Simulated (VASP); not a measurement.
# HfB2 (P6/mmm) in VASP: further runs

Runs on HfB2. Level: PBEsol. Tasks: single point.

All numbers are computed with VASP 6.6.1; they aren't measurements. Logs are shortened: lines on timing, memory, paths and dates and some standing lists are left out, and cuts for length are marked.

### Step 1. The cell of the first run

The structure is hexagonal, space group P6/mmm (No. 191). The conventional cell has a = 3.140 Å, b = 3.140 Å, c = 3.480 Å, α = 90.00°, β = 90.00°, γ = 120.00°. Hf (site symmetry 6/mmm) has 12 B at 2.51 Å and 6 Hf at 3.14 Å within 3.3 Å. Within 2.4 Å of B (site symmetry -6m2) lie 3 B at 1.81 Å.

### Step 2. Single point, PBEsol

INCAR reads:

```
SYSTEM = HfB2
  PREC = Accurate
  ENCUT = 520
  EDIFF = 1E-6
  ISMEAR = 0
  SIGMA = 0.25
  LREAL = .FALSE.
  LASPH = .TRUE.
  NELM = 80
  ALGO = Normal
  ISIF = 2
  LWAVE = .FALSE.
  LCHARG = .TRUE.
  GGA = PS
  LELF = .TRUE.
  LVHAR = .TRUE.
  NBANDS = 15
```

KPOINTS reads:

```
regular mesh
0
G
  10 10 8
  0 0 0
```

POSCAR reads:

```
HfB2
1.0
    3.1400000000      0.0000000000      0.0000000000
   -1.5700000000      2.7193197700      0.0000000000
    0.0000000000      0.0000000000      3.4800000000
Hf B
1 2
Direct
    0.0000000000      0.0000000000      0.0000000000
    0.3333333333      0.6666666667      0.5000000000
    0.6666666667      0.3333333333      0.5000000000
```

Potentials or basis: VASP PAW PBE potentials, release 64 (Hf_pv, B).

The run is started by

```console
cat potpaw_PBE.64/Hf_pv/POTCAR potpaw_PBE.64/B/POTCAR > POTCAR
mpirun -np 1 vasp_std > vasp.out
```

OUTCAR:

```text
SYSTEM = HfB2
   PREC = Accurate
   ENCUT = 520
   EDIFF = 1E-6
   ISMEAR = 0
   LREAL = .FALSE.
   LASPH = .TRUE.
   NELM = 80
   ISIF = 2
   GGA = PS

 ion  position               nearest neighbor table
   1  0.000  0.000  0.000-   2 2.51   3 2.51   2 2.51   3 2.51   3 2.51   3 2.51   2 2.51   2 2.51
                             3 2.51   3 2.51   2 2.51   2 2.51
   2  0.333  0.667  0.500-   3 1.81   3 1.81   3 1.81   1 2.51   1 2.51   1 2.51   1 2.51   1 2.51
                             1 2.51
   3  0.667  0.333  0.500-   2 1.81   2 1.81   2 1.81   1 2.51   1 2.51   1 2.51   1 2.51   1 2.51
                             1 2.51

  LATTYP: Found a hexagonal cell.
 ALAT       =     3.1400000000
 C/A-ratio  =     1.1082802548

  Lattice vectors:

 A1 = (   3.1400000000,   0.0000000000,   0.0000000000)
 A2 = (  -1.5700000000,   2.7193197700,   0.0000000000)
 A3 = (   0.0000000000,   0.0000000000,   3.4800000000)

Analysis of symmetry for initial positions (statically):
=====================================================================
 Subroutine PRICEL returns:
 Original cell was already a primitive cell.

 Routine SETGRP: Setting up the symmetry group for a
 hexagonal supercell.

 Subroutine GETGRP returns: Found 24 space group operations
 (whereof 24 operations were pure point group operations)
 out of a pool of 24 trial point group operations.

The static configuration has the point symmetry D_6h.

Analysis of symmetry for dynamics (positions and initial velocities):
=====================================================================
 Subroutine PRICEL returns:
 Original cell was already a primitive cell.

 Routine SETGRP: Setting up the symmetry group for a
 hexagonal supercell.

 Subroutine GETGRP returns: Found 24 space group operations
 (whereof 24 operations were pure point group operations)
 out of a pool of 24 trial point group operations.

The dynamic configuration has the point symmetry D_6h.

 Subroutine INISYM returns: Found 24 space group operations
 (whereof 24 operations are pure point group operations),
 and found     1 'primitive' translations

----------------------------------------------------------------------------------------

                                     Primitive cell

  volume of cell :      29.7146

  direct lattice vectors                    reciprocal lattice vectors
     3.140000000  0.000000000  0.000000000     0.318471338  0.183869512  0.000000000
    -1.570000000  2.719319770  0.000000000     0.000000000  0.367739025  0.000000000
     0.000000000  0.000000000  3.480000000     0.000000000  0.000000000  0.287356322

  length of vectors
     3.140000000  3.140000002  3.480000000     0.367739025  0.367739025  0.287356322

  position of ions in fractional coordinates (direct lattice)
     0.000000000  0.000000000  0.000000000
     0.333333333  0.666666667  0.500000000
     0.666666667  0.333333333  0.500000000

  ion indices of the primitive-cell ions
   primitive index   ion index
                 1           1
                 2           2
                 3           3

----------------------------------------------------------------------------------------

 KPOINTS: regular mesh

Automatic generation of k-mesh.
 Grid dimensions read from file:
 generate k-points for:   10   10    8

 Generating k-lattice:

  Cartesian coordinates                     Fractional coordinates (reciprocal lattice)
     0.031847134  0.018386951  0.000000000     0.100000000  0.000000000  0.000000000
     0.000000000  0.036773902  0.000000000     0.000000000  0.100000000  0.000000000
     0.000000000  0.000000000  0.035919540     0.000000000  0.000000000  0.125000000

  Length of vectors
     0.036773902  0.036773902  0.035919540

  Shift w.r.t. Gamma in fractional coordinates (k-lattice)
     0.000000000  0.000000000  0.000000000

 Subroutine IBZKPT returns following result:
 ===========================================

 Found     70 irreducible k-points:

 Following reciprocal coordinates:
            Coordinates               Weight
  0.000000  0.000000  0.000000      1.000000
  0.100000  0.000000  0.000000      6.000000
  0.200000  0.000000  0.000000      6.000000
  0.300000  0.000000  0.000000      6.000000
  0.400000  0.000000  0.000000      6.000000
  0.500000  0.000000  0.000000      3.000000
[... 16 lines left out ...]
  0.300000  0.100000  0.125000     24.000000
  0.400000  0.100000  0.125000     24.000000
 [... further k-points ...]
   k-points           NKPTS =     70   k-points in BZ     NKDIM =     70   number of bands    NBANDS=     15
   number of dos      NEDOS =    301   number of ions     NIONS =      3
   total plane-waves  NPLWV =  16128
   dimension x,y,z NGX =    24 NGY =   24 NGZ =   28
   dimension x,y,z NGXF=    48 NGYF=   48 NGZF=   56
   ions per type =               1   2
   NGX,Y,Z   is equivalent  to a cutoff of  12.71, 12.71, 13.38 a.u.
   NGXF,Y,Z  is equivalent  to a cutoff of  25.41, 25.41, 26.75 a.u.
 SYSTEM =  HfB2
   PREC   = accura    normal or accurate (medium, high low for compatibility)
   ISTART =      0    job   : 0-new  1-cont  2-samecut
   ICHARG =      2    charge: 1-file 2-atom 10-const
   ISPIN  =      1    spin polarized calculation?
   LNONCOLLINEAR =      F non collinear calculations
   LSORBIT =      F    spin-orbit coupling
   LASPH  =      T    aspherical Exc in radial PAW
   ENCUT  =  520.0 eV  38.22 Ry    6.18 a.u.   5.84  5.84  6.47*2*pi/ulx,y,z
   NELM   =     80;   NELMIN=  2; NELMDL= -5     # of ELM steps
   EDIFF  = 0.1E-05   stopping-criterion for ELM
   LREAL  =      F    real-space projection
   EDIFFG = 0.1E-04   stopping-criterion for IOM
   NSW    =      0    number of steps for IOM
   IBRION =     -1    ionic relax: 0-MD 1-quasi-New 2-CG
   NFREE  =      0    steps in history (QN), initial steepest desc. (CG)
   ISIF   =      2    stress and relaxation
   ISYM   =      2    0-nonsym 1-usesym 2-fastsym
   POTIM  = 0.5000    time-step for ionic-motion
   TEBEG  =    0.0;   TEEND  =   0.0 temperature during run
   PSTRESS=    0.0 pullay stress
   NELECT =      16.0000    total number of electrons
   NUPDOWN=      -1.0000    fix difference up-down
   EMIN   =  10.00;   EMAX   =-10.00  energy-range for DOS
   EFERMI =   0.00;   METHOD = LEGACY
   ISMEAR =     0;   SIGMA  =   0.25  broadening in eV -4-tet -1-fermi 0-gaus
   EFERMI_NEDOS =   21; number of points for ismear=-14 and -15
   IALGO  =     38    algorithm
   IMIX   =      4    mixing-type and parameters
     AMIX     =   0.40;   BMIX     =  1.00
     AMIX_MAG =   1.60;   BMIX_MAG =  1.00
  volume/ion in A,a.u.               =       9.90        66.84
  Fermi-wavevector in a.u.,A,eV,Ry     =   1.331860  2.516850 24.134693  1.773850
  Thomas-Fermi vector in A             =   2.460838
   LORBIT       =      0    0 simple, 1 ext, 2 COOP (PROOUT), +10 PAW based schemes
   GGA     = PS    functional components
   LHFCALC =     F    Hartree Fock is set to
   AEXX    =    0.0000 exact exchange contribution
   IVDW    =     0    specifies the selected vdW correction
   LEPSILON=     F    determine dielectric tensor
   LRPA    =     F    only Hartree local field effects (RPA)
 non-spin polarized calculation
 Gauss-broadening in eV      SIGMA  =   0.25
  energy-cutoff  :      520.00
  volume of cell :       29.71
 maximum number of plane-waves:       816
 NGX is ok and might be reduce to    24
   NGX = 11   NGY = 11   NGZ = 13

 number of electron      15.9999998 magnetization

 Free energy of the ion-electron system (eV)
  ---------------------------------------------------
  ext. energy  EPLUGINS =         0.00000000
  ---------------------------------------------------
  free energy    TOTEN  =       -27.86016738 eV

  energy without entropy =      -27.85093110  energy(sigma->0) =      -27.85554924

 E-fermi :   7.4740     XC(G=0): -12.6815

 val. band max:        7.3628791271   @ k =   0.2000   0.2000   0.1250
 cond. band min:       7.6703836125   @ k =   0.1000   0.1000   0.2500
 fundamental gap:      0.3075044854
 Fermi energy:         7.4739772771

 k-point     1 :       0.0000    0.0000    0.0000
  band No.  band energies     occupation
      1     -23.0261      2.00000
      2     -22.5238      2.00000
      3     -22.5238      2.00000
      4      -6.1714      2.00000
      5       4.5081      2.00000
      6       4.6644      2.00000
      7       4.6644      2.00000
      8       4.8021      2.00000
      9      11.5427      0.00000
     10      11.5427      0.00000
     11      12.2129      0.00000
     12      12.2129      0.00000
     13      12.5522      0.00000
     14      12.5522      0.00000
     15      12.6124      0.00000

 k-point     2 :       0.1000    0.0000    0.0000
  band No.  band energies     occupation
      1     -23.0134      2.00000
      2     -22.6020      2.00000
      3     -22.5411      2.00000
      4      -5.9553      2.00000
      5       4.0723      2.00000
      6       4.6150      2.00000
      7       4.6528      2.00000
      8       4.7219      2.00000
      9      10.8500      0.00000
     10      11.3938      0.00000
     11      11.4242      0.00000
     12      11.7980      0.00000
     13      13.1976      0.00000
     14      13.6134      0.00000
     15      13.9696      0.00000
[... 365 lines left out ...]
      3     -22.7019      2.00000
      4      -3.5745      2.00000
      5       0.4525      2.00000
      6       3.0927      2.00000
      7       3.7904      2.00000
      8       5.7547      2.00000
      9       8.6132      0.00000
     10      10.8772      0.00000
     11      11.8286      0.00000
     12      13.1131      0.00000
     13      14.9404      0.00000
     14      15.6496      0.00000
     15      18.4543      0.00000

 k-point    24 :       0.4000    0.1000    0.1250
  band No.  band energies     occupation
      1     -23.2461      2.00000
      2     -22.9269      2.00000
      3     -22.7408      2.00000
      4      -2.3743      2.00000
      5      -1.0035      2.00000
      6       2.9167      2.00000
      7       3.7908      2.00000
      8       5.3160      2.00000
      9       8.7063      0.00000
     10      11.6700      0.00000
     11      11.7536      0.00000
     12      13.8237      0.00000
     13      15.0563      0.00000
     14      15.9997      0.00000
     15      18.3891      0.00000

 [... further k-points ...]

------------------------ aborting loop because EDIFF is reached ----------------------------------------

  FORCE on cell =-STRESS in cart. coord.  units (eV):
  Direction    XX          YY          ZZ          XY          YZ          ZX
  --------------------------------------------------------------------------------------
  -------------------------------------------------------------------------------------
  Total       -0.7669419     -0.7669419     -0.9311529      0.0000000      0.0000000      0.0000000
  in kB      -41.3526994    -41.3526995    -50.2067828      0.0000000      0.0000000      0.0000000
  external PRESSURE =     -44.3040606 kB  Pullay stress =       0.0000000 kB

 VOLUME and BASIS-vectors are now :
 -----------------------------------------------------------------------------
  energy-cutoff  :      520.00
  volume of cell :       29.71
      direct lattice vectors                 reciprocal lattice vectors
     3.140000000  0.000000000  0.000000000     0.318471338  0.183869512  0.000000000
    -1.570000000  2.719319770  0.000000000     0.000000000  0.367739025  0.000000000
     0.000000000  0.000000000  3.480000000     0.000000000  0.000000000  0.287356322

 POSITION                                       TOTAL-FORCE (eV/Angst)
 -----------------------------------------------------------------------------------
      0.00000      0.00000      0.00000        -0.000000      0.000000      0.000000
     -0.00000      1.81288      1.74000        -0.000000      0.000000      0.000000
      1.57000      0.90644      1.74000         0.000000     -0.000000     -0.000000
 -----------------------------------------------------------------------------------
    total drift:                               -0.000000      0.000000      0.000000

  FREE ENERGIE OF THE ION-ELECTRON SYSTEM (eV)
  ---------------------------------------------------
  free  energy   TOTEN  =       -27.8601673800 eV

  energy  without entropy=      -27.8509310990  energy(sigma->0) =      -27.85554924
```

Run time: 11 s. Hardware: 1 thread of Intel Xeon 6975P-C (Granite Rapids), shared host; peak memory 0.15 GiB.

What came out:

```
Free energy            : -27.8602 eV
Pressure               : -4.4 GPa
Band gap on the k mesh : zero (band 8 reaches 8.11 eV, above the bottom of band 9 at 7.30 eV)
```

Caveat: the PAW data sets were made with another functional, which shifts forces and pressure a little; spin-orbit coupling is left out, which moves the levels of the heavy elements.

### Step 3. Single point, PBEsol

INCAR reads:

```
PREC = Accurate ; ENCUT = 520
EDIFF = 1E-6 ; ISMEAR = 0
SIGMA = 0.15 ; LREAL = F
LASPH = T ; NELM = 60
ALGO = Normal ; ISIF = 2
LWAVE = F ; LCHARG = F
GGA = PS ; NBANDS = 15
```

KPOINTS reads:

```
Automatic mesh
0
Gamma
  10 10 8
```

POSCAR is that of step 2.

Potentials or basis: VASP PAW PBE potentials, release 64 (Hf_pv, B).

The run is started by

```console
cat potpaw_PBE.64/Hf_pv/POTCAR potpaw_PBE.64/B/POTCAR > POTCAR
mpirun -np 1 vasp_std > vasp.out
```

Run time: 10 s. Hardware: 1 thread of Intel Xeon 6975P-C (Granite Rapids), shared host; peak memory 0.16 GiB.

Results (log left out):

```
Free energy            : -27.8573 eV
Pressure               : -4.4 GPa
Band gap on the k mesh : zero (band 8 reaches 8.11 eV, above the bottom of band 9 at 7.30 eV)
```

Stress tensor (GPa, compression positive):
```
-4.22  0.00  0.00
 0.00 -4.22  0.00
 0.00  0.00 -4.90
```

Levels at points of the mesh, in eV from the Fermi level:
```tsv
k point	band 4	band 5	band 6	band 7	band 8	band 9	band 10	band 11	band 12	band 13
(0.00, 0.00, 0.00)	-13.62	-2.94	-2.78	-2.78	-2.64	4.10	4.10	4.77	4.77	5.11
(0.50, 0.00, 0.00)	-9.66	-8.88	-4.03	-3.30	-2.79	2.24	2.80	5.69	5.82	6.41
(0.00, 0.00, 0.50)	-11.18	-8.28	-1.05	-1.05	0.40	0.40	1.07	1.07	2.31	5.22
(0.50, 0.00, 0.50)	-10.19	-7.36	-4.85	-4.62	-2.54	4.13	4.22	6.35	7.31	7.46
```

Caveat: the PAW data sets were made with another functional, which shifts forces and pressure a little; spin-orbit coupling is left out, which moves the levels of the heavy elements.
